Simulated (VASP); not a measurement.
Crystal: As.

```
As
1.0
     1.84240    1.06371    3.44233
    -1.84240    1.06371    3.44233
     0.00000   -2.12742    3.44233
As
2
Direct
  0.22600 0.22600 0.22600
  0.77400 0.77400 0.77400
```

This cell differs from its parent crystal: volume scaled by 0.94.

Base run:

```yaml
Program: VASP 6.6.1
Functional: PBE
Potentials_or_basis: VASP PAW PBE potentials, release 64 (As)
Cutoff: 520 eV
k_mesh: 9 × 9 × 9
Occupations: fermi-dirac, width 0.05 eV
Spin: no spin polarisation
```

Its results: band gap on the k mesh zero (band 5 reaches 6.30 eV, above the bottom of band 6 at 6.14 eV); pressure 10.0 GPa; largest force 0.965 eV/Å.

The run is repeated on the same cell with these changes: functional from PBE to r2SCAN. What comes out?

Band gap on the k mesh zero (band 5 reaches 6.30 eV, above the bottom of band 6 at 6.14 eV); pressure 7.8 GPa; largest force 0.647 eV/Å.

Caveats: the PAW data sets were made with another functional, which shifts forces and pressure a little (some runs).
